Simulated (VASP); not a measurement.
# C: vibrations by perturbation theory with PBE

The system is C.

```
C
1.0
     0.00000    1.78607    1.78607
     1.78607    0.00000    1.78607
     1.78607    1.78607    0.00000
C
2
Direct
  0.00000 0.00000 0.00000
  0.25000 0.25000 0.25000
```

| Quantity | Value |
| --- | --- |
| Program | VASP 6.6.1 |
| Task | vibrations by perturbation theory |
| Functional | PBE |
| Potentials or basis | VASP PAW PBE potentials, release 64 (C) |
| Cutoff | 600 eV |
| k mesh | 4 × 4 × 4 |
| Occupations | fermi-dirac, width 0.1 eV |
| Spin | no spin polarisation |
| Dipole correction | no |
| Further INCAR settings | ALGO = Normal; EDIFF = 1e-08; NBANDS = 11; IBRION = 8; NSW = 1 |

| Property | Result |
| --- | --- |
| Highest phonon frequency at Γ | 1320 cm⁻¹ |

Phonon frequencies in cm⁻¹ (negative: imaginary):
```tsv
q point	frequencies
(0.000, 0.000, 0.000)	0 0 0 1320 1320 1320
```

It took 6.3 s on 1 thread of AMD EPYC 9R45 96-Core Processor (Zen 5), with other jobs on the host, peak memory 0.09 GiB.

Caveat: the k points lie up to 0.76 Å⁻¹ apart.
